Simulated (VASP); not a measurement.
Here is a VASP 6.6.1 calculation.

File POSCAR:

```
Si
1.0
    0.0000000000      2.6091463497      2.6091463497
    2.6091463497      0.0000000000      2.6091463497
    2.6091463497      2.6091463497      0.0000000000
Si
2
Direct
    0.5000000000      0.5000000000      0.5000000000
    0.7500000000      0.7500000000      0.7500000000
```

INCAR.step1

```
SYSTEM = Si
  ALGO = Normal
  EDIFF = 1E-4
  ENCUT = 520
  GGA = PE
  ISMEAR = -1
  LASPH = .True.
  LCHARG = .False.
  LREAL = .False.
  LWAVE = .True.
  NBANDS = 11
  NELM = 80
  PREC = Accurate
  SIGMA = 0.05
```

File INCAR.step2:

```
SYSTEM = Si
  ALGO = Normal
  EDIFF = 1E-6
  ENCUT = 520
  ISIF = 2
  ISMEAR = -1
  ISTART = 1
  LASPH = .True.
  LCHARG = .True.
  LELF = .True.
  LMIXTAU = .True.
  LREAL = .False.
  LVHAR = .True.
  LWAVE = .False.
  METAGGA = R2SCAN
  NBANDS = 11
  NELM = 80
  PREC = Accurate
  SIGMA = 0.05
```

Contents of KPOINTS:

```
k-points
0
Gamma
  9 9 9
  0 0 0
```

Potentials or basis: VASP PAW PBE potentials, release 64 (Si).

The run is started by

```sh
$ cat potpaw_PBE.64/Si/POTCAR > POTCAR
$ cp INCAR.step1 INCAR
$ mpirun -np 1 vasp_std > vasp.out
$ cp INCAR.step2 INCAR
$ mpirun -np 1 vasp_std > vasp.out
```

**Question.** What does it give for the band gap on the k mesh?

**Answer.** 0.54 eV, indirect (least direct gap 2.80 eV).

**Question.** Estimate the pressure.

**Answer.** 15.7 GPa.

Caveat: the PAW data sets were made with another functional, which shifts forces and pressure a little. A k mesh can miss the band edges.
